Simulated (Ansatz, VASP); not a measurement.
**Cd: VASP beside Ansatz**

```xyz
1
Lattice="-1.7540 1.7540 1.7540 1.7540 -1.7540 1.7540 1.7540 1.7540 -1.7540" Properties=species:S:1:pos:R:3 pbc="T T T"
Cd    0.0000    0.0000    0.0000
```

Alike in both runs: task relaxation of cell and atoms; functional BLYP; k mesh 13 × 13 × 13; occupations fermi-dirac, width 0.1 eV; no spin polarisation.

|  | VASP | Ansatz |
| --- | --- | --- |
| version | VASP 6.6.1 | Ansatz 0.2.0 |
| potentials or method | VASP PAW PBE potentials, release 64 (Cd), cutoff 600 eV | plane waves (420 eV) with PAW, scalar-relativistic |
| valence electrons in the cell | 12 | 20 |

|  | VASP | Ansatz | Ansatz less VASP |
| --- | --- | --- | --- |
| relaxed volume (Å³/atom) | 28.74 | 28.51 | -0.234 |
| relaxed cell length with the largest relative difference (Å) | 3.342 | 3.333 | -0.0091 |

VASP's potentials were made for PBE, not for BLYP. VASP's potentials hold 12 valence electrons a cell and Ansatz's 20, so a difference there can come from the potentials and not from the codes.

Noted on VASP's run: the volume moved by over 15 % at a fixed basis, so the end points are rough.
